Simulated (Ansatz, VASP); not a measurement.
Co in VASP and in Ansatz

Contents of POSCAR:

```
Co
1.0
    0.0000000000      2.2194650502      2.2194650502
    2.2194650502      0.0000000000      2.2194650502
    2.2194650502      2.2194650502      0.0000000000
Co
2
Direct
    0.0000000000      0.0000000000      0.0000000000
    0.5000000000      0.5000000000      0.5000000000
```

File INCAR.step1:

```
  ALGO = Normal
  EDIFF = 1E-4
  ENCUT = 520
  GGA = PE
  ISMEAR = -1
  ISPIN = 2
  LASPH = T
  LCHARG = F
  LMAXMIX = 4
  LREAL = F
  LWAVE = T
  MAGMOM = -2.018 -2.018
  NBANDS = 20
  NELM = 150
  PREC = Accurate
  SIGMA = 0.05
```

The input INCAR.step2:

```
  ALGO = Normal
  EDIFF = 1E-6
  ENCUT = 520
  ISIF = 2
  ISMEAR = -1
  ISPIN = 2
  ISTART = 1
  LASPH = T
  LCHARG = T
  LELF = T
  LMAXMIX = 4
  LMIXTAU = T
  LORBIT = 11
  LREAL = F
  LVHAR = T
  LWAVE = F
  MAGMOM = -2.018 -2.018
  METAGGA = R2SCAN
  NBANDS = 20
  NELM = 150
  PREC = Accurate
  SIGMA = 0.05
```

Contents of KPOINTS:

```
k-points
0
Gamma
  14 14 14
```

Input for Ansatz:

```yaml
crystal:
  lattice:
    - [0.0, 2.2194650502, 2.2194650502]
    - [2.2194650502, 0.0, 2.2194650502]
    - [2.2194650502, 2.2194650502, 0.0]
  atoms:
    - { symbol: Co, position: [0.0, 0.0, 0.0], spin: -2.018 }
    - { symbol: Co, position: [0.5, 0.5, 0.5], spin: -2.018 }
hamiltonian:
  xc: r2scan
  pseudopotentials:
    kind: paw
    azcp:
      Co: "pseudopotentials/Co.paw.azcp"
basis:
  ecutwfc: 500
  fft_grid_basis: typed
kpoints:
  mp_grid: { grid: [14, 14, 14], shift: [0, 0, 0] }
magnetization:
  spin_polarized: true
scf:
  occupations: { method: fermi_dirac, width: 0.05 }
  lower_state_search: "off"
output:
  stress: true
```

Alike in both runs: task single point; functional r2SCAN; k mesh 14 × 14 × 14; occupations fermi-dirac, width 0.05 eV; collinear spin.

```csv
,VASP,Ansatz
version,VASP 6.6.1,Ansatz 0.2.0
potentials or method,"VASP PAW PBE potentials, release 64 (Co), cutoff 520 eV","plane waves (500 eV) with PAW, scalar-relativistic"
valence electrons in the cell,18,34
```

Ansatz gave:

```
net moment per atom (μB)                                      : 1.94
size of the moment on the site where the two differ most (μB) : 1.98
```

Estimate VASP's values.

net moment per atom (μB): 1.93; size of the moment on the site where the two differ most (μB): 1.96.

VASP's potentials were made for PBE, not for r2SCAN. Site moments also hang on the region over which each program counts them. The functional is the same, so the differences come from potentials, cutoffs and numerics. VASP's potentials hold 18 valence electrons a cell and Ansatz's 34, so a difference there can come from the potentials and not from the codes. Ansatz's warnings: stability check not made.
